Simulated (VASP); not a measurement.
SnO2: single point with PBEsol+D3(BJ)

The system is SnO2.

```
Sn O
1.0
     3.23058    0.00000    0.00000
    -1.61529    2.79776    0.00000
     0.00000    0.00000   10.79056
Sn O
2 4
Direct
  0.00000 0.00000 0.50000
  0.00000 0.00000 0.00000
  0.66667 0.33333 0.40586
  0.66667 0.33333 0.09414
  0.33333 0.66667 0.59414
  0.33333 0.66667 0.90586
```

```yaml
Program: VASP 6.6.1
Task: single point
Functional: PBEsol
Dispersion: D3(BJ)
Potentials_or_basis: VASP PAW PBE potentials, release 64 (Sn_d, O)
Cutoff: 520 eV
k_mesh: 6 × 6 × 2
Occupations: gaussian, width 0.01 eV
Spin: no spin polarisation
Dipole_correction: no
Further_INCAR_settings: ALGO = Normal; EDIFF = 1e-06; NBANDS = 35
```

- Pressure: -5.3 GPa
- Largest force: 0.329 eV/Å
- Band gap on the k mesh: 2.07 eV, indirect (least direct gap 2.45 eV)
- Dispersion energy per atom: -0.138 eV

Forces in eV/Å, atoms in the order of the input:
```
Sn   0.000  0.000  0.000
Sn   0.000  0.000  0.000
O    0.000  0.000  0.329
O    0.000  0.000 -0.329
O    0.000  0.000 -0.329
O    0.000  0.000  0.329
```

Stress tensor (GPa, compression positive):
```
-6.24  0.00  0.00
 0.00 -6.24  0.00
 0.00  0.00 -3.45
```

Levels at points of the mesh, in eV from the valence-band top:
```
           k point  band 22  band 23  band 24  band 25  band 26  band 27  band 28  band 29  band 30  band 31
(0.00, 0.00, 0.00)    -0.88    -0.88    -0.86    -0.86    -0.39     2.07     2.77     5.33     5.67    10.13
(0.50, 0.00, 0.00)    -1.16    -0.54    -0.51    -0.44    -0.07     5.05     5.18     6.86     7.43     9.84
(0.00, 0.00, 0.50)    -0.87    -0.87    -0.87    -0.71    -0.71     2.43     2.43     5.51     5.51    10.22
(0.50, 0.00, 0.50)    -1.31    -0.53    -0.53    -0.24    -0.24     5.12     5.12     7.13     7.13    10.02
```

Run time: 86 s on 1 thread of AMD EPYC 7R13, on a shared host, peak memory 0.19 GiB.

Caveat: the PAW data sets were made with another functional, which shifts forces and pressure a little; spin-orbit coupling is left out, which moves the levels of the heavy elements. Expect the measured gap to be larger: semilocal functionals such as PBEsol lack the derivative discontinuity.
